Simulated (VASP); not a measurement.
# CdS (P6_3mc) in VASP: settings compared, part 2 of 3

VASP 6.6.1. The steps go on from the part before.

### Step 3. Single point, PBE-based screened hybrid with 25 % exact exchange

POSCAR

```
CdS
1.0
    4.1500000000      0.0000000000      0.0000000000
   -2.0750000000      3.5940054257      0.0000000000
    0.0000000000      0.0000000000      6.7370000000
Cd S
2 2
Direct
    0.6666666667      0.3333333333      0.5000000000
    0.3333333333      0.6666666667      0.0000000000
    0.6666666667      0.3333333333      0.8750000000
    0.3333333333      0.6666666667      0.3750000000
```

INCAR.step1

```
PREC = Accurate
ENCUT = 520
EDIFF = 1E-5
ISMEAR = -1
SIGMA = 0.05
LREAL = F
LASPH = T
NELM = 80
ALGO = Normal
ISIF = 2
LWAVE = T
LCHARG = F
NBANDS = 26
GGA = PE
```

INCAR.step2

```
PREC = Accurate
ENCUT = 520
EDIFF = 1E-7
ISMEAR = -1
SIGMA = 0.05
LREAL = F
LASPH = T
NELM = 80
ALGO = Normal
ISIF = 2
LWAVE = F
LCHARG = F
GGA = PE
LHFCALC = T
AEXX = 0.25
HFSCREEN = 0.2
PRECFOCK = Normal
NBANDS = 26
ISTART = 1
```

KPOINTS

```
Automatic mesh
0
Gamma
  4 4 2
```

Potentials or basis: VASP PAW PBE potentials, release 64 (Cd, S).

Launch:

```
$ cat potpaw_PBE.64/Cd/POTCAR potpaw_PBE.64/S/POTCAR > POTCAR
$ cp INCAR.step1 INCAR
$ mpirun -np 1 vasp_std > vasp.out
$ cp INCAR.step2 INCAR
$ mpirun -np 1 vasp_std > vasp.out
```

Run time: 28 min. Hardware: 1 thread of Oxide Virtual Turin-like, shared host; peak memory 0.31 GiB.

It converged, with:

* Free energy: -15.2620 eV
* Pressure: 1.3 GPa
* Largest force: 0.063 eV/Å
* Band gap on the k mesh: 2.25 eV

Forces in eV/Å, atoms in the order of the input:
```
Cd   0.000  0.000 -0.063
Cd   0.000  0.000 -0.063
S    0.000  0.000  0.063
S    0.000  0.000  0.063
```

Stress tensor (GPa, compression positive):
```
1.15 0.00 0.00
0.00 1.15 0.00
0.00 0.00 1.53
```

Levels at points of the mesh, in eV from the valence-band top:
| k point | band 14 | band 15 | band 16 | band 17 | band 18 | band 19 | band 20 | band 21 | band 22 | band 23 |
| --- | --- | --- | --- | --- | --- | --- | --- | --- | --- | --- |
| (0.00, 0.00, 0.00) | -0.82 | -0.82 | -0.04 | 0.00 | 0.00 | 2.25 | 3.90 | 7.65 | 7.65 | 8.00 |
| (0.50, 0.00, 0.00) | -3.67 | -2.80 | -1.98 | -1.37 | -0.78 | 4.87 | 4.94 | 6.11 | 7.69 | 8.16 |
| (0.00, 0.00, 0.50) | -2.58 | -0.42 | -0.42 | -0.42 | -0.42 | 3.95 | 3.95 | 7.36 | 7.36 | 8.01 |
| (0.50, 0.00, 0.50) | -4.36 | -1.42 | -1.42 | -1.40 | -1.40 | 4.53 | 4.53 | 6.52 | 6.52 | 9.16 |

Caveat: the k points lie up to 0.47 Å⁻¹ apart; the PAW data sets were made with another functional, which shifts forces and pressure a little.

### Step 4. Single point, PBE-based screened hybrid with 30 % exact exchange

POSCAR is that of step 3.

INCAR.step1

```
SYSTEM = CdS
ALGO = Normal ; EDIFF = 1E-5
ENCUT = 520 ; GGA = PE
ISIF = 2 ; ISMEAR = -1
LASPH = .True. ; LCHARG = .False.
LREAL = .False. ; LWAVE = .True.
NBANDS = 26 ; NELM = 60
PREC = Accurate ; SIGMA = 0.05
```

INCAR.step2

```
SYSTEM = CdS
AEXX = 0.3 ; ALGO = Normal
EDIFF = 1E-6 ; ENCUT = 520
GGA = PE ; HFSCREEN = 0.2
ISIF = 2 ; ISMEAR = -1
ISTART = 1 ; LASPH = .True.
LCHARG = .False. ; LHFCALC = .True.
LREAL = .False. ; LWAVE = .False.
NBANDS = 26 ; NELM = 60
PREC = Accurate ; PRECFOCK = Normal
SIGMA = 0.05
```

KPOINTS

```
k-points
0
Gamma
  4 4 2
  0 0 0
```

Potentials or basis: VASP PAW PBE potentials, release 64 (Cd, S).

Launch:

```
$ cat potpaw_PBE.64/Cd/POTCAR potpaw_PBE.64/S/POTCAR > POTCAR
$ cp INCAR.step1 INCAR
$ mpirun -np 1 vasp_std > vasp.out
$ cp INCAR.step2 INCAR
$ mpirun -np 1 vasp_std > vasp.out
```

OUTCAR:

```text
SYSTEM = CdS
   AEXX = 0.3
   EDIFF = 1E-6
   ENCUT = 520
   GGA = PE
   HFSCREEN = 0.2
   ISIF = 2
   ISMEAR = -1
   ISTART = 1
   LASPH = .True.
   LHFCALC = .True.
   LREAL = .False.
   NELM = 60
   PREC = Accurate
   PRECFOCK = Normal

 ion  position               nearest neighbor table
   1  0.667  0.333  0.500-   3 2.53   4 2.54   4 2.54   4 2.54
   2  0.333  0.667  0.000-   4 2.53   3 2.54   3 2.54   3 2.54
   3  0.667  0.333  0.875-   1 2.53   2 2.54   2 2.54   2 2.54
   4  0.333  0.667  0.375-   2 2.53   1 2.54   1 2.54   1 2.54

  LATTYP: Found a hexagonal cell.
 ALAT       =     4.1500000000
 C/A-ratio  =     1.6233734940

  Lattice vectors:

 A1 = (   4.1500000000,   0.0000000000,   0.0000000000)
 A2 = (  -2.0750000000,   3.5940054257,   0.0000000000)
 A3 = (   0.0000000000,   0.0000000000,   6.7370000000)

Analysis of symmetry for initial positions (statically):
=====================================================================
 Subroutine PRICEL returns:
 Original cell was already a primitive cell.

 Routine SETGRP: Setting up the symmetry group for a
 hexagonal supercell.
[... 161 lines left out ...]

  energy without entropy =      -15.89725168  energy(sigma->0) =      -15.89725168

 E-fermi :   1.5220     XC(G=0):  -7.2164

 val. band max:        0.4078474443   @ k =   0.0000   0.0000   0.0000
 cond. band min:       2.8832493024   @ k =   0.0000   0.0000   0.0000
 fundamental gap:      2.4754018582
 Fermi energy:         1.5220061181

 k-point     1 :       0.0000    0.0000    0.0000
  band No.  band energies     occupation
      1     -13.3089      2.00000
      2     -12.8514      2.00000
      3      -8.6219      2.00000
      4      -8.6007      2.00000
      5      -8.6007      2.00000
      6      -8.5138      2.00000
[... 221 lines left out ...]
     25      10.1434      0.00000
     26      10.1434      0.00000

------------------------ aborting loop because EDIFF is reached ----------------------------------------

  FORCE on cell =-STRESS in cart. coord.  units (eV):
  Direction    XX          YY          ZZ          XY          YZ          ZX
  --------------------------------------------------------------------------------------
  -------------------------------------------------------------------------------------
  Total        0.5776626      0.5776626      0.8105982      0.0000000      0.0000000      0.0000000
  in kB        9.2106752      9.2106752     12.9247700      0.0000000      0.0000000      0.0000000
  external PRESSURE =      10.4487068 kB  Pullay stress =       0.0000000 kB

 VOLUME and BASIS-vectors are now :
 -----------------------------------------------------------------------------
  energy-cutoff  :      520.00
  volume of cell :      100.48
      direct lattice vectors                 reciprocal lattice vectors
     4.150000000  0.000000000  0.000000000     0.240963855  0.139120547  0.000000000
    -2.075000000  3.594005426  0.000000000     0.000000000  0.278241094  0.000000000
     0.000000000  0.000000000  6.737000000     0.000000000  0.000000000  0.148434021

 POSITION                                       TOTAL-FORCE (eV/Angst)
 -----------------------------------------------------------------------------------
      2.07500      1.19800      3.36850        -0.000000      0.000000     -0.064190
     -0.00000      2.39600      0.00000         0.000000      0.000000     -0.064190
      2.07500      1.19800      5.89487        -0.000000      0.000000      0.064190
     -0.00000      2.39600      2.52637         0.000000     -0.000000      0.064190
 -----------------------------------------------------------------------------------
    total drift:                                0.000001      0.000000     -0.000548

  FREE ENERGIE OF THE ION-ELECTRON SYSTEM (eV)
  ---------------------------------------------------
  free  energy   TOTEN  =       -15.8972516839 eV

  energy  without entropy=      -15.8972516838  energy(sigma->0) =      -15.89725168
```

OUTCAR.step1:

```text
SYSTEM = CdS
   EDIFF = 1E-5
   ENCUT = 520
   GGA = PE
   ISIF = 2
   ISMEAR = -1
   LASPH = .True.
[... 444 lines left out ...]
     -0.00000      2.39600      0.00000        -0.000000     -0.000000     -0.055638
      2.07500      1.19800      5.89487         0.000000     -0.000000      0.055638
     -0.00000      2.39600      2.52637         0.000000      0.000000      0.055638
 -----------------------------------------------------------------------------------
    total drift:                               -0.000000     -0.000000     -0.000636

  FREE ENERGIE OF THE ION-ELECTRON SYSTEM (eV)
  ---------------------------------------------------
  free  energy   TOTEN  =       -12.2332201669 eV

  energy  without entropy=      -12.2332193276  energy(sigma->0) =      -12.23321975
```

OSZICAR.step1:

```text
N       E                     dE             d eps       ncg     rms          rms(c)
DAV:   1     0.248466426249E+03    0.24847E+03   -0.17657E+04   416   0.127E+03
DAV:   2    -0.301405461083E+00   -0.24877E+03   -0.24093E+03   464   0.320E+02
DAV:   3    -0.132118197406E+02   -0.12910E+02   -0.12844E+02   512   0.733E+01
DAV:   4    -0.133351050776E+02   -0.12329E+00   -0.12320E+00   460   0.696E+00
DAV:   5    -0.133371487862E+02   -0.20437E-02   -0.20436E-02   500   0.883E-01    0.112E+01
DAV:   6    -0.122578568581E+02    0.10793E+01   -0.19177E+00   538   0.142E+01    0.883E+00
DAV:   7    -0.122369734659E+02    0.20883E-01   -0.74204E-01   436   0.456E+00    0.399E+00
DAV:   8    -0.122340311844E+02    0.29423E-02   -0.88245E-02   448   0.294E+00    0.553E-01
DAV:   9    -0.122328295942E+02    0.12016E-02   -0.14581E-02   442   0.150E+00    0.163E-01
DAV:  10    -0.122330614061E+02   -0.23181E-03   -0.12523E-03   450   0.356E-01    0.121E-01
DAV:  11    -0.122332166471E+02   -0.15524E-03   -0.28602E-04   472   0.117E-01    0.899E-02
DAV:  12    -0.122332164390E+02    0.20809E-06   -0.15241E-04   432   0.930E-02    0.141E-02
DAV:  13    -0.122332201669E+02   -0.37279E-05   -0.18366E-05   398   0.272E-02
   1 F= -.12233220E+02 E0= -.12233220E+02  d E =-.839224E-06
```

It took 13 min on 1 thread of Oxide Virtual Turin-like, shared host; peak memory 0.31 GiB.

Results:

```yaml
Free_energy: -15.8973 eV
Pressure: 1.0 GPa
Largest_force: 0.064 eV/Å
Band_gap_on_the_k_mesh: 2.48 eV
```

Forces in eV/Å, atoms in the order of the input:
```
Cd   0.000  0.000 -0.064
Cd   0.000  0.000 -0.064
S    0.000  0.000  0.064
S    0.000  0.000  0.064
```

Levels at points of the mesh, in eV from the valence-band top:
```tsv
k point	band 15	band 16	band 17	band 18	band 19	band 20	band 21	band 22
(0.00, 0.00, 0.00)	-0.83	-0.04	0.00	0.00	2.48	4.14	7.89	7.89
(0.50, 0.00, 0.00)	-2.83	-2.01	-1.38	-0.79	5.11	5.16	6.31	7.96
(0.00, 0.00, 0.50)	-0.43	-0.43	-0.43	-0.43	4.18	4.18	7.60	7.60
(0.50, 0.00, 0.50)	-1.43	-1.43	-1.41	-1.41	4.75	4.75	6.75	6.75
```

Caveat: the k points lie up to 0.47 Å⁻¹ apart; the PAW data sets were made with another functional, which shifts forces and pressure a little.

### Step 5. Single point, PBE0

This run uses another cell than the first one, of 25.46 Å³/atom.

POSCAR

```
CdS
1.0
    4.1703128397      0.0000000000      0.0000000000
   -2.0851564198      3.6115968609      0.0000000000
    0.0000000000      0.0000000000      6.7608044505
Cd S
2 2
Direct
    0.6666666667      0.3333333333      0.4989278300
    0.3333333333      0.6666666667     -0.0010721700
    0.6666666667      0.3333333333      0.8760721700
    0.3333333333      0.6666666667      0.3760721700
```

INCAR.step1

```
PREC = Accurate
ENCUT = 520
EDIFF = 1E-5
ISMEAR = -1
SIGMA = 0.05
LREAL = F
LASPH = T
NELM = 80
ALGO = Normal
ISIF = 2
LWAVE = T
LCHARG = F
GGA = PE
NBANDS = 26
```

INCAR.step2

```
PREC = Accurate
ENCUT = 520
EDIFF = 1E-6
ISMEAR = -1
SIGMA = 0.05
LREAL = F
LASPH = T
NELM = 80
ALGO = Normal
ISIF = 2
LWAVE = F
LCHARG = F
GGA = PE
LHFCALC = T
AEXX = 0.25
PRECFOCK = Normal
ISTART = 1
NBANDS = 26
```

KPOINTS

```
regular mesh
0
Gamma
  4 4 2
```

Potentials or basis: VASP PAW PBE potentials, release 64 (Cd, S).

Launch:

```
$ cat potpaw_PBE.64/Cd/POTCAR potpaw_PBE.64/S/POTCAR > POTCAR
$ cp INCAR.step1 INCAR
$ mpirun -np 1 vasp_std > vasp.out
$ cp INCAR.step2 INCAR
$ mpirun -np 1 vasp_std > vasp.out
```

OUTCAR:

```text
PREC = Accurate
   ENCUT = 520
   EDIFF = 1E-6
   ISMEAR = -1
   LREAL = F
   LASPH = T
   NELM = 80
   ISIF = 2
   GGA = PE
   LHFCALC = T
   AEXX = 0.25
   PRECFOCK = Normal
   ISTART = 1

 ion  position               nearest neighbor table
   1  0.667  0.333  0.499-   4 2.55   4 2.55   4 2.55   3 2.55
   2  0.333  0.667  0.999-   3 2.55   3 2.55   3 2.55   4 2.55
   3  0.667  0.333  0.876-   2 2.55   2 2.55   2 2.55   1 2.55
   4  0.333  0.667  0.376-   1 2.55   1 2.55   1 2.55   2 2.55

  LATTYP: Found a hexagonal cell.
 ALAT       =     4.1703128397
 C/A-ratio  =     1.6211744083

  Lattice vectors:

 A1 = (   4.1703128397,   0.0000000000,   0.0000000000)
 A2 = (  -2.0851564198,   3.6115968609,   0.0000000000)
 A3 = (   0.0000000000,   0.0000000000,   6.7608044505)

Analysis of symmetry for initial positions (statically):
=====================================================================
 Subroutine PRICEL returns:
[... 164 lines left out ...]
  free energy    TOTEN  =       -16.41530450 eV

  energy without entropy =      -16.41530450  energy(sigma->0) =      -16.41530450

 E-fermi :   1.2063     XC(G=0):  -7.1180

 val. band max:        0.0575600222   @ k =   0.0000   0.0000   0.0000
 cond. band min:       2.9697884404   @ k =   0.0000   0.0000   0.0000
 fundamental gap:      2.9122284182
 Fermi energy:         1.2062790558

 k-point     1 :       0.0000    0.0000    0.0000
  band No.  band energies     occupation
      1     -13.3854      2.00000
      2     -12.9445      2.00000
      3      -8.7269      2.00000
      4      -8.7198      2.00000
      5      -8.7198      2.00000
      6      -8.6391      2.00000
[... 221 lines left out ...]
     25      10.2660      0.00000
     26      10.2660      0.00000

------------------------ aborting loop because EDIFF is reached ----------------------------------------

  FORCE on cell =-STRESS in cart. coord.  units (eV):
  Direction    XX          YY          ZZ          XY          YZ          ZX
  --------------------------------------------------------------------------------------
  -------------------------------------------------------------------------------------
  Total        0.1149349      0.1149349      0.1202963      0.0000000      0.0000000      0.0000000
  in kB        1.8084069      1.8084069      1.8927653      0.0000000      0.0000000      0.0000000
  external PRESSURE =       1.8365263 kB  Pullay stress =       0.0000000 kB

 VOLUME and BASIS-vectors are now :
 -----------------------------------------------------------------------------
  energy-cutoff  :      520.00
  volume of cell :      101.83
      direct lattice vectors                 reciprocal lattice vectors
     4.170312840  0.000000000  0.000000000     0.239790164  0.138442916  0.000000000
    -2.085156420  3.611596861  0.000000000     0.000000000  0.276885832  0.000000000
     0.000000000  0.000000000  6.760804451     0.000000000  0.000000000  0.147911392

 POSITION                                       TOTAL-FORCE (eV/Angst)
 -----------------------------------------------------------------------------------
      2.08516      1.20387      3.37315        -0.000000      0.000000      0.000470
     -0.00000      2.40773      6.75356         0.000000     -0.000000      0.000470
      2.08516      1.20387      5.92295        -0.000000      0.000000     -0.000470
     -0.00000      2.40773      2.54255         0.000000     -0.000000     -0.000470
 -----------------------------------------------------------------------------------
    total drift:                                0.000002      0.000000     -0.001019

  FREE ENERGIE OF THE ION-ELECTRON SYSTEM (eV)
  ---------------------------------------------------
  free  energy   TOTEN  =       -16.4153045011 eV

  energy  without entropy=      -16.4153045010  energy(sigma->0) =      -16.41530450
```

OSZICAR.step1:

```text
N       E                     dE             d eps       ncg     rms          rms(c)
DAV:   1     0.244888037942E+03    0.24489E+03   -0.17486E+04   424   0.126E+03
DAV:   2     0.233305965848E+00   -0.24465E+03   -0.23650E+03   456   0.316E+02
DAV:   3    -0.132134133516E+02   -0.13447E+02   -0.13360E+02   496   0.745E+01
DAV:   4    -0.133572623707E+02   -0.14385E+00   -0.14374E+00   466   0.734E+00
DAV:   5    -0.133594158835E+02   -0.21535E-02   -0.21533E-02   506   0.903E-01    0.108E+01
DAV:   6    -0.122749145932E+02    0.10845E+01   -0.19372E+00   546   0.140E+01    0.862E+00
DAV:   7    -0.122541354829E+02    0.20779E-01   -0.71708E-01   434   0.448E+00    0.400E+00
DAV:   8    -0.122519913033E+02    0.21442E-02   -0.83254E-02   446   0.285E+00    0.529E-01
DAV:   9    -0.122506953116E+02    0.12960E-02   -0.14013E-02   438   0.145E+00    0.158E-01
DAV:  10    -0.122509713095E+02   -0.27600E-03   -0.12018E-03   446   0.332E-01    0.121E-01
DAV:  11    -0.122511361054E+02   -0.16480E-03   -0.28503E-04   462   0.119E-01    0.923E-02
DAV:  12    -0.122511302648E+02    0.58406E-05   -0.14910E-04   442   0.915E-02    0.131E-02
DAV:  13    -0.122511325960E+02   -0.23312E-05   -0.18442E-05   374   0.276E-02
   1 F= -.12251133E+02 E0= -.12251132E+02  d E =-.109003E-05
```

It took 22 min on 1 thread of Oxide Virtual Turin-like, shared host; peak memory 0.21 GiB.

Results:

```yaml
Free_energy: -16.4153 eV
Pressure: 0.2 GPa
Band_gap_on_the_k_mesh: 2.91 eV
```

Caveat: the k points lie up to 0.46 Å⁻¹ apart; the PAW data sets were made with another functional, which shifts forces and pressure a little.

(Part 2 of 3 ends here.)
